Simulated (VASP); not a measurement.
# InW3 (I4/mmm) in VASP: single point with PBE

Aim: the single point of InW3 with PBE.

Everything below comes from runs of VASP 6.6.1. Logs are shortened: lines on timing, memory, paths and dates and some standing lists are left out, and cuts for length are marked.

## 1. The cell of the first run

Symmetry: I4/mmm, No. 139, tetragonal system. The conventional cell has a = 4.020 Å, b = 4.020 Å, c = 8.980 Å, α = 90.00°, β = 90.00°, γ = 90.00°. In (site symmetry 4/mmm) has 12 W at 2.84 to 3.01 Å within 3.7 Å. Within 3.7 Å of W (site symmetry 4/mmm) lie 4 In at 2.84 Å and 8 W at 3.01 Å. W (site symmetry -4m2) has 8 W at 2.84 to 3.01 Å and 4 In at 3.01 Å within 3.7 Å.

## 2. Single point, PBE

INCAR

```
SYSTEM = InW3
PREC     = Accurate       ! precision mode
ENCUT    = 520            ! plane-wave cutoff, eV
EDIFF    = 1E-6           ! SCF threshold, eV
ISMEAR   = 0              ! smearing method
SIGMA    = 0.1            ! smearing width, eV
LREAL    = .FALSE.        ! projectors in reciprocal space
LASPH    = .TRUE.         ! aspherical terms in the spheres
NELM     = 60             ! most SCF steps
ALGO     = Fast           ! electronic algorithm
ISIF     = 2              ! what is computed and relaxed
LWAVE    = .FALSE.        ! write WAVECAR
LCHARG   = .FALSE.        ! write CHGCAR
GGA      = PE             ! functional
NBANDS   = 36             ! bands
```

KPOINTS

```
Automatic mesh
0
G
  6 6 6
  0 0 0
```

POSCAR

```
InW3
1.0
   -2.0100934880      2.0100934880      4.4900789602
    2.0100934880     -2.0100934880      4.4900789602
    2.0100934880      2.0100934880     -4.4900789602
In W
1 3
Direct
    0.0000000000      0.0000000000      0.0000000000
    0.5000000000      0.5000000000      0.0000000000
    0.2500000000      0.7500000000      0.5000000000
    0.7500000000      0.2500000000      0.5000000000
```

Potentials or basis: VASP PAW PBE potentials, release 64 (In_d, W_sv).

Command:

```sh
cat potpaw_PBE.64/In_d/POTCAR potpaw_PBE.64/W_sv/POTCAR > POTCAR
mpirun -np 1 vasp_std > vasp.out
```

OUTCAR:

```text
SYSTEM = InW3
   PREC = Accurate
   ENCUT = 520
   EDIFF = 1E-6
   ISMEAR = 0
   LREAL = .FALSE.
   LASPH = .TRUE.
   NELM = 60
   ISIF = 2
   GGA = PE

 ion  position               nearest neighbor table
   1  0.000  0.000  0.000-   2 2.84   2 2.84   2 2.84   2 2.84   4 3.01   3 3.01   4 3.01   3 3.01
                             4 3.01   4 3.01   3 3.01   3 3.01
   2  0.500  0.500  0.000-   1 2.84   1 2.84   1 2.84   1 2.84   4 3.01   3 3.01   4 3.01   4 3.01
                             3 3.01   3 3.01   4 3.01   3 3.01
   3  0.250  0.750  0.500-   4 2.84   4 2.84   4 2.84   4 2.84   2 3.01   1 3.01   2 3.01   2 3.01
                             1 3.01   1 3.01   2 3.01   1 3.01
   4  0.750  0.250  0.500-   3 2.84   3 2.84   3 2.84   3 2.84   2 3.01   1 3.01   2 3.01   1 3.01
                             2 3.01   2 3.01   1 3.01   1 3.01

  LATTYP: Found a body centered tetragonal cell.
 ALAT       =     4.0201869760
 C/A-ratio  =     2.2337662338

  Lattice vectors:

 A1 = (  -2.0100934880,   2.0100934880,   4.4900789602)
 A2 = (   2.0100934880,  -2.0100934880,   4.4900789602)
 A3 = (   2.0100934880,   2.0100934880,  -4.4900789602)

Analysis of symmetry for initial positions (statically):
=====================================================================
 Subroutine PRICEL returns:
 Original cell was already a primitive cell.

 Routine SETGRP: Setting up the symmetry group for a
 body centered tetragonal supercell.

 Subroutine GETGRP returns: Found 16 space group operations
 (whereof 16 operations were pure point group operations)
 out of a pool of 16 trial point group operations.

The static configuration has the point symmetry D_4h.

Analysis of symmetry for dynamics (positions and initial velocities):
=====================================================================
 Subroutine PRICEL returns:
 Original cell was already a primitive cell.

 Routine SETGRP: Setting up the symmetry group for a
 body centered tetragonal supercell.

 Subroutine GETGRP returns: Found 16 space group operations
 (whereof 16 operations were pure point group operations)
 out of a pool of 16 trial point group operations.

The dynamic configuration has the point symmetry D_4h.

 Subroutine INISYM returns: Found 16 space group operations
 (whereof 16 operations are pure point group operations),
 and found     1 'primitive' translations

----------------------------------------------------------------------------------------

[... 92 lines left out ...]
   LSORBIT =      F    spin-orbit coupling
   LASPH  =      T    aspherical Exc in radial PAW
   ENCUT  =  520.0 eV  38.22 Ry    6.18 a.u.   9.88  9.88  9.88*2*pi/ulx,y,z
   NELM   =     60;   NELMIN=  2; NELMDL= -5     # of ELM steps
   EDIFF  = 0.1E-05   stopping-criterion for ELM
   LREAL  =      F    real-space projection
   EDIFFG = 0.1E-04   stopping-criterion for IOM
   NSW    =      0    number of steps for IOM
   IBRION =     -1    ionic relax: 0-MD 1-quasi-New 2-CG
   NFREE  =      0    steps in history (QN), initial steepest desc. (CG)
   ISIF   =      2    stress and relaxation
   ISYM   =      2    0-nonsym 1-usesym 2-fastsym
   POTIM  = 0.5000    time-step for ionic-motion
   TEBEG  =    0.0;   TEEND  =   0.0 temperature during run
   PSTRESS=    0.0 pullay stress
   NELECT =      55.0000    total number of electrons
   NUPDOWN=      -1.0000    fix difference up-down
   EMIN   =  10.00;   EMAX   =-10.00  energy-range for DOS
   EFERMI =   0.00;   METHOD = LEGACY
   ISMEAR =     0;   SIGMA  =   0.10  broadening in eV -4-tet -1-fermi 0-gaus
   EFERMI_NEDOS =   21; number of points for ismear=-14 and -15
   IALGO  =     68    algorithm
   IMIX   =      4    mixing-type and parameters
     AMIX     =   0.40;   BMIX     =  1.00
     AMIX_MAG =   1.60;   BMIX_MAG =  1.00
  volume/ion in A,a.u.               =      18.14       122.43
  Fermi-wavevector in a.u.,A,eV,Ry     =   1.492612  2.820627 30.312288  2.227890
  Thomas-Fermi vector in A             =   2.605118
   LORBIT       =      0    0 simple, 1 ext, 2 COOP (PROOUT), +10 PAW based schemes
   GGA     = PE    functional components
   LHFCALC =     F    Hartree Fock is set to
   AEXX    =    0.0000 exact exchange contribution
   IVDW    =     0    specifies the selected vdW correction
   LEPSILON=     F    determine dielectric tensor
   LRPA    =     F    only Hartree local field effects (RPA)
 non-spin polarized calculation
 RMM-DIIS sequential band-by-band and
 Gauss-broadening in eV      SIGMA  =   0.10
  energy-cutoff  :      520.00
  volume of cell :       72.57
 maximum number of plane-waves:      1985
   NGX = 19   NGY = 19   NGZ = 19

 number of electron      55.0000001 magnetization

 Free energy of the ion-electron system (eV)
  ---------------------------------------------------
  ext. energy  EPLUGINS =         0.00000000
  ---------------------------------------------------
  free energy    TOTEN  =       -38.83233299 eV

  energy without entropy =      -38.81454679  energy(sigma->0) =      -38.82343989

 E-fermi :  10.1517     XC(G=0): -12.6889

 val. band max:       10.1472530525   @ k =  -0.3333   0.3333   0.3333
 cond. band min:      10.1531875886   @ k =   0.3333   0.1667   0.1667
 fundamental gap:      0.0059345361
 Fermi energy:        10.1517495150

 k-point     1 :       0.0000    0.0000    0.0000
  band No.  band energies     occupation
      1     -64.0618      2.00000
      2     -63.9833      2.00000
      3     -63.9656      2.00000
      4     -28.4502      2.00000
      5     -28.4502      2.00000
      6     -28.4311      2.00000
[... 925 lines left out ...]
     35      14.1590      0.00000
     36      15.3602      0.00000

 [... further k-points ...]
[... 5 lines left out ...]
  --------------------------------------------------------------------------------------
  -------------------------------------------------------------------------------------
  Total       -4.3056618     -4.3056618     -7.3906700      0.0000000      0.0000000      0.0000000
  in kB      -95.0613573    -95.0613573   -163.1728546      0.0000000      0.0000000      0.0000000
  external PRESSURE =    -117.7651897 kB  Pullay stress =       0.0000000 kB

 VOLUME and BASIS-vectors are now :
 -----------------------------------------------------------------------------
  energy-cutoff  :      520.00
  volume of cell :       72.57
      direct lattice vectors                 reciprocal lattice vectors
    -2.010093488  2.010093488  4.490078960     0.000000000  0.248744649  0.111356616
     2.010093488 -2.010093488  4.490078960     0.248744649  0.000000000  0.111356616
     2.010093488  2.010093488 -4.490078960     0.248744649  0.248744649  0.000000000

 POSITION                                       TOTAL-FORCE (eV/Angst)
 -----------------------------------------------------------------------------------
      0.00000      0.00000      0.00000        -0.000000     -0.000000     -0.000000
      0.00000      0.00000      4.49008        -0.000000     -0.000000     -0.000000
      2.01009      0.00000      2.24504        -0.000000      0.000000      0.000000
      0.00000      2.01009      2.24504         0.000000     -0.000000      0.000000
 -----------------------------------------------------------------------------------
    total drift:                               -0.000000     -0.000000      0.000000

  FREE ENERGIE OF THE ION-ELECTRON SYSTEM (eV)
  ---------------------------------------------------
  free  energy   TOTEN  =       -38.8323329924 eV

  energy  without entropy=      -38.8145467940  energy(sigma->0) =      -38.82343989
```

OSZICAR:

```text
N       E                     dE             d eps       ncg     rms          rms(c)
DAV:   1     0.675039186292E+03    0.67504E+03   -0.30495E+04  2184   0.194E+03
DAV:   2     0.482921310891E+01   -0.67021E+03   -0.65732E+03  2208   0.569E+02
DAV:   3    -0.389247730908E+02   -0.43754E+02   -0.41956E+02  2588   0.145E+02
DAV:   4    -0.408803451135E+02   -0.19556E+01   -0.19223E+01  2828   0.278E+01
DAV:   5    -0.409294714705E+02   -0.49126E-01   -0.49051E-01  2888   0.445E+00    0.272E+01
RMM:   6    -0.391229972748E+02    0.18065E+01   -0.31073E+00  2394   0.108E+01    0.103E+01
RMM:   7    -0.388374534498E+02    0.28554E+00   -0.20610E+00  2632   0.841E+00    0.141E+00
RMM:   8    -0.388320185013E+02    0.54349E-02   -0.20452E-01  3080   0.283E+00    0.628E-01
RMM:   9    -0.388317126646E+02    0.30584E-03   -0.77243E-02  3311   0.123E+00    0.348E-01
RMM:  10    -0.388319314144E+02   -0.21875E-03   -0.11933E-02  3337   0.599E-01    0.235E-01
RMM:  11    -0.388324184586E+02   -0.48704E-03   -0.57286E-03  3261   0.304E-01    0.110E-01
RMM:  12    -0.388322934643E+02    0.12499E-03   -0.10019E-03  3015   0.180E-01    0.544E-02
RMM:  13    -0.388323179605E+02   -0.24496E-04   -0.38505E-04  3524   0.102E-01    0.308E-02
RMM:  14    -0.388323289572E+02   -0.10997E-04   -0.13306E-04  3274   0.502E-02    0.431E-02
RMM:  15    -0.388323309464E+02   -0.19892E-05   -0.37682E-05  2985   0.351E-02    0.513E-02
RMM:  16    -0.388323326863E+02   -0.17399E-05   -0.22266E-05  2717   0.227E-02    0.382E-02
RMM:  17    -0.388323329924E+02   -0.30606E-06   -0.53741E-06  2186   0.115E-02
   1 F= -.38832333E+02 E0= -.38823440E+02  d E =-.177862E-01
```

It took 3.6 min on 1 thread of Intel Xeon Platinum 8375C at 2.90GHz (Ice Lake), shared host; peak memory 0.27 GiB.

Results:

```
Free energy : -38.8323 eV
Pressure    : -11.8 GPa
```

Levels at points of the mesh, in eV from the Fermi level:
```tsv
k point	band 24	band 25	band 26	band 27	band 28	band 29	band 30	band 31
(0.00, 0.00, 0.00)	-1.70	-1.14	-1.14	-0.52	0.40	0.49	0.65	2.25
(0.50, 0.00, 0.00)	-2.24	-0.90	-0.85	-0.84	-0.32	0.36	0.44	0.54
(0.50, 0.50, 0.00)	-1.95	-1.37	-1.32	-0.67	0.04	0.48	0.67	1.19
(0.50, 0.50, 0.50)	-3.08	-1.52	0.17	0.59	0.59	1.02	1.69	1.69
```

Caveat: the k points lie up to 0.37 Å⁻¹ apart; spin-orbit coupling is left out, which moves the levels of the heavy elements.
